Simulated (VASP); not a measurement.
**Pb: single point with RPBE+D4**

Pb:

```
CELL_PARAMETERS angstrom
0.00000 2.52356 2.52356
2.52356 0.00000 2.52356
2.52356 2.52356 0.00000
ATOMIC_POSITIONS crystal
Pb 0.00000 0.00000 0.00000
```

```json
{"Program": "VASP 6.6.1", "Task": "single point", "Functional": "RPBE", "Dispersion": "D4", "Potentials or basis": "VASP PAW PBE potentials, release 64 (Pb_d)", "Cutoff": "520 eV", "k mesh": "9 × 9 × 9", "Occupations": "fermi-dirac, width 0.05 eV", "Spin": "no spin polarisation", "Dipole correction": "no", "Further INCAR settings": "ALGO = Fast; EDIFF = 1e-06; NBANDS = 13"}
```

| Item | Value |
| --- | --- |
| Pressure | -2.0 GPa |
| Band gap on the k mesh | zero (band 7 reaches 13.77 eV, above the bottom of band 8 at 5.35 eV) |
| Dispersion energy per atom | -0.691 eV |

Levels at points of the mesh, in eV from the Fermi level:
```
           k point  band 4  band 5  band 6  band 7  band 8  band 9  band 10  band 11
(0.00, 0.00, 0.00)  -16.87  -16.87  -11.24    7.11    7.11    7.11     9.81    10.69
```

Run time: 31 s on 1 thread of AMD EPYC 7R13 (shared host), peak memory 0.13 GiB.

Caveat: the PAW data sets were made with another functional, which shifts forces and pressure a little; spin-orbit coupling is left out, which moves the levels of the heavy elements; pairwise dispersion overbinds metals, which lowers pressure and volume.
